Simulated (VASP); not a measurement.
**AlN: single point with PBEsol**

The system is AlN.

```
CELL_PARAMETERS angstrom
3.22270 0.00000 0.00000
-1.61135 2.79094 0.00000
0.00000 0.00000 4.24043
ATOMIC_POSITIONS crystal
Al 0.33333 0.66667 0.75000
Al 0.66667 0.33333 0.25000
N 0.33333 0.66667 0.25000
N 0.66667 0.33333 0.75000
```

This cell differs from its parent crystal: volume 9.535 Å^3 an atom, c/a of the conventional cell 1.3158.

* Program: VASP 6.6.1
* Task: single point
* Functional: PBEsol
* Potentials or basis: VASP PAW PBE potentials, release 64 (Al, N)
* Cutoff: 520 eV
* k mesh: 9 × 9 × 6
* Occupations: gaussian, width 0.05 eV
* Spin: no spin polarisation

```json
{
 "Pressure": "7.6 GPa",
 "Band gap on the k mesh": "3.42 eV, direct"
}
```

Stress tensor (GPa, compression positive):
```
11.68  0.00  0.00
 0.00 11.68  0.00
 0.00  0.00 -0.40
```

Levels at points of the mesh, in eV from the valence-band top:
| k point | band 4 | band 5 | band 6 | band 7 | band 8 | band 9 | band 10 | band 11 | band 12 | band 13 |
| --- | --- | --- | --- | --- | --- | --- | --- | --- | --- | --- |
| (0.00, 0.00, 0.00) | -3.41 | -3.41 | -1.91 | -1.91 | 0.00 | 3.42 | 4.75 | 8.48 | 8.48 | 11.37 |
| (0.00, 0.00, 0.50) | -3.95 | -2.70 | -2.70 | -2.70 | -2.70 | 5.76 | 5.76 | 8.69 | 8.69 | 8.69 |

Run time: 32 s on 1 thread of Intel Xeon 8259CL (shared host), peak memory 0.15 GiB.

Caveat: the PAW data sets were made with another functional, which shifts forces and pressure a little.
